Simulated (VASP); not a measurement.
# Si62As (a cell with a defect) in VASP: single point with LDA

Aim: the single point of Si62As (a cell with a defect) with LDA.

Everything below comes from runs of VASP 6.6.1. Logs are shortened: lines on timing, memory, paths and dates and some standing lists are left out, and cuts for length are marked.

### Step 1. The cell of the first run

The cell holds a defect, 63 atoms: a = 10.860 Å, b = 10.860 Å, c = 10.860 Å, α = 90.00°, β = 90.00°, γ = 90.00°.

### Step 2. Single point, LDA, collinear spin, zero start

The input, INCAR:

```
ALGO = Normal
EDIFF = 1E-6
ENCUT = 520
GGA = CA
ISIF = 2
ISMEAR = 0
ISPIN = 2
LASPH = True
LCHARG = False
LORBIT = 11
LREAL = Auto
LWAVE = False
MAGMOM = 0 0 0 0 0 0 0 0 0 0 0 0 0 0 0 0 0 0 0 0 0 0 0 0 0 0 0 0 0 0 0 0 0 0 0 0 0 0 0 0 0 0 0 0 0 0 0 0 0 0 0 0 0 0 0 0 0 0 0 0 0 0 0
NBANDS = 168
NELECT = 255.0
NELM = 150
PREC = Accurate
SIGMA = 0.05
```

The input, KPOINTS:

```
k-points
0
Gamma
  1 1 1
```

The input, POSCAR:

```
Si62As
1.0
   10.8600000000      0.0000000000      0.0000000000
    0.0000000000     10.8600000000      0.0000000000
    0.0000000000      0.0000000000     10.8600000000
Si As
62 1
Direct
    0.4993908840      0.0006091160      0.0016107735
    0.6257777164      0.1262416206      0.1260653775
    0.7520214549      0.2473748619     -0.0026251381
    0.8746900552      0.3744521179      0.1244521179
    0.7495740331     -0.0002800184      0.2530088398
    0.8745034991      0.1263874770      0.3754965009
   -0.0004602210     -0.0015630755      0.0017511050
    0.1248788214      0.1252661142      0.1251211786
    0.2516559853      0.2483440147     -0.0016559853
    0.3747338858      0.3751211786      0.1251211786
    0.5015630755      0.5004602210      0.0017511050
    0.6271688766      0.6272475138      0.1290207182
    0.7506515654      0.7493484346      0.0002868324
    0.8727524862      0.8728311234      0.1290207182
    0.2482488950     -0.0015630755      0.2504602210
    0.3765014733      0.1234985267      0.3741414365
    0.5015630755      0.2517511050      0.2504602210
    0.6271688766      0.3790207182      0.3772475138
    0.7550574586      0.4998227440      0.2498227440
    0.4998119705      0.0001880295      0.5020355433
    0.6242385820      0.1273148250      0.6257614180
    0.7506515654      0.2502868324      0.4993484346
    0.8727524862      0.3790207182      0.6228311234
    0.7479644567      0.0001880295      0.7501880295
    0.8758585635      0.1234985267      0.8734985267
    0.0000129834      0.4999870166     -0.0000133517
    0.1255478821      0.6253099448      0.1244521179
    0.2526251381      0.7479785451     -0.0026251381
    0.3737583794      0.8742222836      0.1260653775
    0.0000129834      0.2499866483      0.2499870166
    0.1255478821      0.3744521179      0.3753099448
    0.2500133517      0.4999870166      0.2499870166
    0.3736125230      0.6254965009      0.3754965009
    0.5002800184      0.7504259669      0.2530088398
    0.6250803867      0.8749196133      0.3793351750
   -0.0030088398     -0.0002800184      0.5004259669
    0.1239346225      0.1262416206      0.6242222836
    0.2526251381      0.2473748619      0.4979785451
    0.3737583794      0.3760653775      0.6242222836
    0.5002800184      0.5030088398      0.5004259669
    0.6250803867      0.6293351750      0.6249196133
    0.8706648250      0.8749196133      0.6249196133
    0.2483892265      0.0006091160      0.7506091160
    0.3754179558      0.1245820442      0.8745820442
    0.4993908840      0.2516107735      0.7506091160
    0.6257777164      0.3760653775      0.8762416206
    0.7495740331      0.5030088398      0.7497199816
    0.8745034991      0.6254965009      0.8763874770
    0.0001772560      0.7449425414      0.2498227440
    0.1209792818      0.8728311234      0.3772475138
    0.0001772560      0.4998227440      0.4949425414
    0.1209792818      0.6272475138      0.6228311234
    0.2497131676      0.7493484346      0.4993484346
    0.3726851750      0.8757614180      0.6257614180
   -0.0004602210      0.2517511050      0.7484369245
    0.1248788214      0.3751211786      0.8752661142
    0.2482488950      0.5004602210      0.7484369245
    0.3765014733      0.6241414365      0.8734985267
    0.4998119705      0.7520355433      0.7501880295
    0.6242385820      0.8757614180      0.8773148250
   -0.0030088398      0.7504259669      0.7497199816
    0.1239346225      0.8742222836      0.8762416206
    0.7645444751      0.7354555249      0.4854555249
```

Potentials or basis: VASP PAW LDA potentials, release 64 (Si, As).

On the command line:

```console
$ cat potpaw_LDA.64/Si/POTCAR potpaw_LDA.64/As/POTCAR > POTCAR
$ mpirun -np 1 vasp_gam > vasp.out
```

OUTCAR:

```text
EDIFF = 1E-6
   ENCUT = 520
   GGA = CA
   ISIF = 2
   ISMEAR = 0
   ISPIN = 2
   LASPH = True
   LORBIT = 11
   LREAL = Auto
   NELECT = 255.0
   NELM = 150
   PREC = Accurate

 ion  position               nearest neighbor table
   1  0.499  0.001  0.002-  60 2.34  44 2.35   2 2.36  29 2.36
   2  0.626  0.126  0.126-  17 2.35   3 2.36   1 2.36   5 2.37
   3  0.752  0.247  0.997-  25 2.33   2 2.36  46 2.36   4 2.36
   4  0.875  0.374  0.124-  19 2.32  26 2.35  30 2.35   3 2.36
   5  0.750  1.000  0.253-  14 2.35   6 2.35  35 2.36   2 2.37
   6  0.875  0.126  0.375-  22 2.33   5 2.35  36 2.35  30 2.35
[... 10 lines left out ...]
  17  0.502  0.252  0.250-   2 2.35  10 2.35  16 2.36  18 2.38
[... 32 lines left out ...]
  50  0.121  0.873  0.377-  36 2.35  53 2.35  49 2.36  15 2.38
  51  0.000  0.500  0.495-  31 2.32  23 2.36  52 2.36
  52  0.121  0.627  0.623-  61 2.35  53 2.35  51 2.36  57 2.38
  53  0.250  0.749  0.499-  33 2.33  50 2.35  52 2.35  54 2.36
  54  0.373  0.876  0.626-  43 2.34  20 2.35  59 2.35  53 2.36
  55  1.000  0.252  0.748-  37 2.35  56 2.35  25 2.36  23 2.38
  56  0.125  0.375  0.875-  26 2.35  55 2.35  57 2.35   9 2.36
  57  0.248  0.500  0.748-  39 2.35  56 2.35  58 2.36  52 2.38
  58  0.377  0.624  0.873-  28 2.33  59 2.35  57 2.36  11 2.36
  59  0.500  0.752  0.750-  41 2.34  58 2.35  54 2.35  60 2.35
  60  0.624  0.876  0.877-   1 2.34  24 2.35  59 2.35  13 2.36
  61  0.997  0.750  0.750-  52 2.35  48 2.35  42 2.36  62 2.37
  62  0.124  0.874  0.876-   7 2.35  28 2.36  43 2.36  61 2.37
  63  0.765  0.735  0.485-  35 2.43  41 2.43  42 2.43

  LATTYP: Found a simple cubic cell.
 ALAT       =    10.8600000000

  Lattice vectors:

 A1 = (  10.8600000000,   0.0000000000,   0.0000000000)
 A2 = (   0.0000000000,  10.8600000000,   0.0000000000)
 A3 = (   0.0000000000,   0.0000000000,  10.8600000000)

Analysis of symmetry for initial positions (statically):
=====================================================================
 Subroutine PRICEL returns:
 Original cell was already a primitive cell.

 Routine SETGRP: Setting up the symmetry group for a
 simple cubic supercell.

 Subroutine GETGRP returns: Found  6 space group operations
 (whereof  1 operations were pure point group operations)
 out of a pool of 48 trial point group operations.

The static configuration has the point symmetry C_1 .
 The point group associated with its full space group is C_3v.

Analysis of symmetry for dynamics (positions and initial velocities):
=====================================================================
 Subroutine PRICEL returns:
 Original cell was already a primitive cell.

 Routine SETGRP: Setting up the symmetry group for a
 simple cubic supercell.

 Subroutine GETGRP returns: Found  6 space group operations
 (whereof  1 operations were pure point group operations)
 out of a pool of 48 trial point group operations.

The dynamic configuration has the point symmetry C_1 .
 The point group associated with its full space group is C_3v.

Analysis of structural, dynamic, and magnetic symmetry:
=====================================================================
 Subroutine PRICEL returns:
 Original cell was already a primitive cell.

 Routine SETGRP: Setting up the symmetry group for a
 simple cubic supercell.

 Subroutine GETGRP returns: Found  6 space group operations
 (whereof  1 operations were pure point group operations)
 out of a pool of 48 trial point group operations.

The overall configuration has the point symmetry C_1 .
 The point group associated with its full space group is C_3v.

 Subroutine INISYM returns: Found  6 space group operations
 (whereof  1 operations are pure point group operations),
 and found     1 'primitive' translations

----------------------------------------------------------------------------------------

                                     Primitive cell

[... 184 lines left out ...]
   LSORBIT =      F    spin-orbit coupling
   LASPH  =      T    aspherical Exc in radial PAW
   ENCUT  =  520.0 eV  38.22 Ry    6.18 a.u.  20.19 20.19 20.19*2*pi/ulx,y,z
   NELM   =    150;   NELMIN=  2; NELMDL= -5     # of ELM steps
   EDIFF  = 0.1E-05   stopping-criterion for ELM
   LREAL  =      T    real-space projection
   EDIFFG = 0.1E-04   stopping-criterion for IOM
   NSW    =      0    number of steps for IOM
   IBRION =     -1    ionic relax: 0-MD 1-quasi-New 2-CG
   NFREE  =      0    steps in history (QN), initial steepest desc. (CG)
   ISIF   =      2    stress and relaxation
   ISYM   =      2    0-nonsym 1-usesym 2-fastsym
   POTIM  = 0.5000    time-step for ionic-motion
   TEBEG  =    0.0;   TEEND  =   0.0 temperature during run
   PSTRESS=    0.0 pullay stress
   NELECT =     255.0000    total number of electrons
   NUPDOWN=      -1.0000    fix difference up-down
   EMIN   =  10.00;   EMAX   =-10.00  energy-range for DOS
   EFERMI =   0.00;   METHOD = LEGACY
   ISMEAR =     0;   SIGMA  =   0.05  broadening in eV -4-tet -1-fermi 0-gaus
   EFERMI_NEDOS =   21; number of points for ismear=-14 and -15
   IALGO  =     38    algorithm
   IMIX   =      4    mixing-type and parameters
     AMIX     =   0.40;   BMIX     =  1.00
     AMIX_MAG =   1.60;   BMIX_MAG =  1.00
  volume/ion in A,a.u.               =      20.33       137.20
  Fermi-wavevector in a.u.,A,eV,Ry     =   0.955928  1.806441 12.432975  0.913798
  Thomas-Fermi vector in A             =   2.084810
   LORBIT       =     11    0 simple, 1 ext, 2 COOP (PROOUT), +10 PAW based schemes
   GGA     = CA    functional components
   LHFCALC =     F    Hartree Fock is set to
   AEXX    =    0.0000 exact exchange contribution
   IVDW    =     0    specifies the selected vdW correction
   LEPSILON=     F    determine dielectric tensor
   LRPA    =     F    only Hartree local field effects (RPA)
 spin polarized calculation
 Gauss-broadening in eV      SIGMA  =   0.05
  energy-cutoff  :      520.00
  volume of cell :     1280.82
 maximum number of plane-waves:     17229
 NGX is ok and might be reduce to    84
   NGX = 41   NGY = 41   NGZ = 41

 number of electron     254.9999988 magnetization      -0.0001069

 number of electron     254.9999988 magnetization       0.0001374

 Free energy of the ion-electron system (eV)
  ---------------------------------------------------
  ext. energy  EPLUGINS =         0.00000000
  ---------------------------------------------------
  free energy    TOTEN  =      -353.16561661 eV

  energy without entropy =     -353.09119795  energy(sigma->0) =     -353.12840728

 E-fermi :   6.1761     XC(G=0):  -9.5820

 val. band max:        6.1606161378   @ k =   0.0000   0.0000   0.0000
 cond. band min:       6.2274872722   @ k =   0.0000   0.0000   0.0000
 fundamental gap:      0.0668711345
 Fermi energy:         6.1760534147

 spin component 1

 k-point     1 :       0.0000    0.0000    0.0000
  band No.  band energies     occupation
      1      -6.4480      1.00000
      2      -5.9056      1.00000
      3      -5.2656      1.00000
      4      -5.2656      1.00000
      5      -5.2290      1.00000
      6      -5.2290      1.00000
[... 131 lines left out ...]
    138       6.7595      0.00000
    139       6.7927      0.00000
 Fermi energy:         6.1760534147

 spin component 2

 k-point     1 :       0.0000    0.0000    0.0000
  band No.  band energies     occupation
      1      -6.4480      1.00000
      2      -5.9056      1.00000
      3      -5.2656      1.00000
      4      -5.2656      1.00000
      5      -5.2290      1.00000
      6      -5.2290      1.00000
[... 131 lines left out ...]
    138       6.7595      0.00000
    139       6.7927      0.00000
 [bands above 139 left out]

------------------------ aborting loop because EDIFF is reached ----------------------------------------

  FORCE on cell =-STRESS in cart. coord.  units (eV):
  Direction    XX          YY          ZZ          XY          YZ          ZX
  --------------------------------------------------------------------------------------
  -------------------------------------------------------------------------------------
  Total        7.1840954      7.1840954      7.1840954     -7.4219122      7.4219122     -7.4219122
  in kB        8.9865542      8.9865542      8.9865542     -9.2840383      9.2840383     -9.2840383
  external PRESSURE =       8.9865542 kB  Pullay stress =       0.0000000 kB

 VOLUME and BASIS-vectors are now :
 -----------------------------------------------------------------------------
  energy-cutoff  :      520.00
  volume of cell :     1280.82
      direct lattice vectors                 reciprocal lattice vectors
    10.860000000  0.000000000  0.000000000     0.092081031  0.000000000  0.000000000
     0.000000000 10.860000000  0.000000000     0.000000000  0.092081031  0.000000000
     0.000000000  0.000000000 10.860000000     0.000000000  0.000000000  0.092081031

 POSITION                                       TOTAL-FORCE (eV/Angst)
 -----------------------------------------------------------------------------------
      5.42339      0.00661      0.01749         0.004492     -0.004492      0.009885
      6.79595      1.37098      1.36907         0.003645      0.008298     -0.005737
      8.16695      2.68649     10.83149        -0.001686     -0.007500     -0.007500
      9.49913      4.06655      1.35155        -0.003037      0.000288      0.000288
      8.14037     10.85696      2.74768        -0.009563     -0.003502     -0.007736
      9.49711      1.37257      4.07789        -0.001858      0.001075      0.001858
[... 55 lines left out ...]
      1.34593      9.49405      9.51598         0.005737     -0.003645      0.008298
      8.30295      7.98705      5.27205         0.003182     -0.003182     -0.003182
 -----------------------------------------------------------------------------------
    total drift:                                0.009956     -0.009956     -0.009956

  FREE ENERGIE OF THE ION-ELECTRON SYSTEM (eV)
  ---------------------------------------------------
  free  energy   TOTEN  =      -353.1656166052 eV

  energy  without entropy=     -353.0911979487  energy(sigma->0) =     -353.12840728

 total charge

# of ion       s       p       d       tot
------------------------------------------
    1        0.750   0.962   0.000   1.712
    2        0.748   0.962   0.000   1.710
    3        0.749   0.960   0.000   1.709
    4        0.748   0.965   0.000   1.713
    5        0.751   0.964   0.000   1.715
    6        0.744   0.973   0.000   1.717
[... 55 lines left out ...]
   62        0.748   0.962   0.000   1.710
   63        1.287   1.484   0.037   2.808
--------------------------------------------------
tot         47.919  60.755   0.037 108.711

 magnetization (x)

# of ion       s       p       d       tot
------------------------------------------
    1        0.000   0.000   0.000   0.000
    2        0.000   0.000   0.000   0.000
    3        0.000   0.000   0.000   0.000
    4        0.000   0.000   0.000   0.000
    5        0.000   0.000   0.000   0.000
    6       -0.000   0.000   0.000   0.000
[... 55 lines left out ...]
   62        0.000   0.000   0.000   0.000
   63       -0.000   0.000   0.000   0.000
--------------------------------------------------
tot          0.000   0.000   0.000   0.000
```

It took 10 min on 1 thread of Intel Xeon Platinum 8488C (Sapphire Rapids), shared host; peak memory 0.88 GiB.

What came out:

- Free energy: -353.1656 eV
- Largest force: 0.026 eV/Å
- Net moment: 0.00 μB per cell
- Valence electrons inside the program's atomic spheres: Si 1.71, 1.72, 1.70, 1.66, 1.69; As 2.81

Forces in eV/Å, atoms in the order of the input:
```
Si   0.004 -0.004  0.010
Si   0.004  0.008 -0.006
Si  -0.002 -0.007 -0.007
Si  -0.003  0.000  0.000
Si  -0.010 -0.004 -0.008
Si  -0.002  0.001  0.002
Si  -0.005 -0.014  0.021
Si   0.004  0.002 -0.004
Si  -0.004  0.004  0.004
Si  -0.002 -0.004 -0.004
Si   0.014  0.005  0.021
Si  -0.013 -0.012 -0.009
Si   0.000  0.000 -0.007
Si   0.012  0.013 -0.009
Si  -0.021 -0.014  0.005
Si   0.011 -0.011 -0.008
Si   0.014  0.021  0.005
Si  -0.013 -0.009 -0.012
Si  -0.025 -0.003 -0.003
Si  -0.004  0.004  0.008
Si   0.001  0.012 -0.001
Si   0.000 -0.007  0.000
Si   0.012 -0.009  0.013
Si  -0.008  0.004  0.004
Si   0.008 -0.011 -0.011
Si   0.009 -0.009  0.015
Si   0.000  0.003  0.000
Si   0.007  0.002 -0.007
Si  -0.008 -0.004 -0.006
Si   0.009  0.015 -0.009
Si   0.000  0.000  0.003
Si  -0.015 -0.009 -0.009
Si  -0.001  0.002  0.002
Si   0.004  0.010 -0.008
Si   0.004 -0.004  0.011
Si   0.008 -0.004  0.010
Si   0.006  0.008 -0.004
Si   0.007 -0.007  0.002
Si  -0.008 -0.006 -0.004
Si   0.004 -0.008  0.010
Si   0.004  0.011 -0.004
Si  -0.011 -0.004 -0.004
Si  -0.010 -0.004 -0.004
Si  -0.001  0.001  0.001
Si   0.004  0.010 -0.004
Si   0.004 -0.006  0.008
Si  -0.010 -0.008 -0.004
Si  -0.002  0.002  0.001
Si   0.003  0.025 -0.003
Si   0.009  0.013 -0.012
Si   0.003 -0.003  0.025
Si   0.009 -0.012  0.013
Si   0.007  0.000  0.000
Si  -0.012 -0.001 -0.001
Si  -0.005  0.021 -0.014
Si   0.004 -0.004  0.002
Si  -0.021  0.005 -0.014
Si   0.011 -0.008 -0.011
Si  -0.004  0.008  0.004
Si   0.001 -0.001  0.012
Si   0.008  0.010 -0.004
Si   0.006 -0.004  0.008
As   0.003 -0.003 -0.003
```

Levels at points of the mesh, in eV from the Fermi level:
Spin up:
```tsv
k point	band 125	band 126	band 127	band 128	band 129	band 130	band 131	band 132
(0.00, 0.00, 0.00)	-0.83	-0.44	-0.02	-0.02	0.05	0.06	0.06	0.16
```
Spin down:
| k point | band 124 | band 125 | band 126 | band 127 | band 128 | band 129 | band 130 | band 131 | band 132 | band 133 |
| --- | --- | --- | --- | --- | --- | --- | --- | --- | --- | --- |
| (0.00, 0.00, 0.00) | -0.83 | -0.83 | -0.44 | -0.02 | -0.02 | 0.05 | 0.06 | 0.06 | 0.16 | 0.19 |

Caveat: the k points lie up to 0.58 Å⁻¹ apart; the cell carries a net charge on a neutralising background, which shifts energy and pressure; the cell is charged against a uniform background, so pressure and absolute levels hang on convention.
